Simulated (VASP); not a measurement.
**W: single point with PBE**

Crystal: W.

```
W
1.0
     2.76291    0.00000    0.00000
    -1.38146    2.39275    0.00000
     0.00000    0.00000   10.32547
W
4
Direct
  0.33333 0.66667 0.38196
  0.66667 0.33333 0.88196
  0.66667 0.33333 0.61804
  0.33333 0.66667 0.11804
```

```json
{
 "Program": "VASP 6.6.1",
 "Task": "single point",
 "Functional": "PBE",
 "Potentials or basis": "VASP PAW PBE potentials, release 64 (W_sv)",
 "Cutoff": "520 eV",
 "k mesh": "9 × 9 × 2",
 "Occupations": "gaussian, width 0.1 eV",
 "Spin": "no spin polarisation",
 "Dipole correction": "no",
 "Further INCAR settings": "ALGO = Normal; EDIFF = 1e-07; NBANDS = 36"
}
```

The pressure is 0.6 GPa, the largest force is 0.024 eV/Å and the band gap on the k mesh is zero (band 28 reaches 11.14 eV, above the bottom of band 29 at 9.69 eV).

Forces on the atoms (eV/Å):
```
W    0.000  0.000  0.024
W    0.000  0.000  0.024
W    0.000  0.000 -0.024
W    0.000  0.000 -0.024
```

Stress tensor (GPa, compression positive):
```
0.70 0.00 0.00
0.00 0.70 0.00
0.00 0.00 0.40
```

Levels at points of the mesh, in eV from the Fermi level:
| k point | band 25 | band 26 | band 27 | band 28 | band 29 | band 30 | band 31 | band 32 |
| --- | --- | --- | --- | --- | --- | --- | --- | --- |
| (0.00, 0.00, 0.00) | -0.66 | -0.66 | -0.42 | -0.42 | -0.34 | -0.34 | -0.06 | -0.06 |
| (0.00, 0.00, 0.50) | -0.57 | -0.57 | -0.57 | -0.57 | -0.18 | -0.18 | -0.18 | -0.18 |

It took 53 s on 1 thread of Intel(R) Xeon(R) Platinum 8259CL CPU @ 2.50GHz (Skylake/Cascade Lake), with other jobs on the host, peak memory 0.21 GiB.

Caveat: spin-orbit coupling is left out, which moves the levels of the heavy elements.
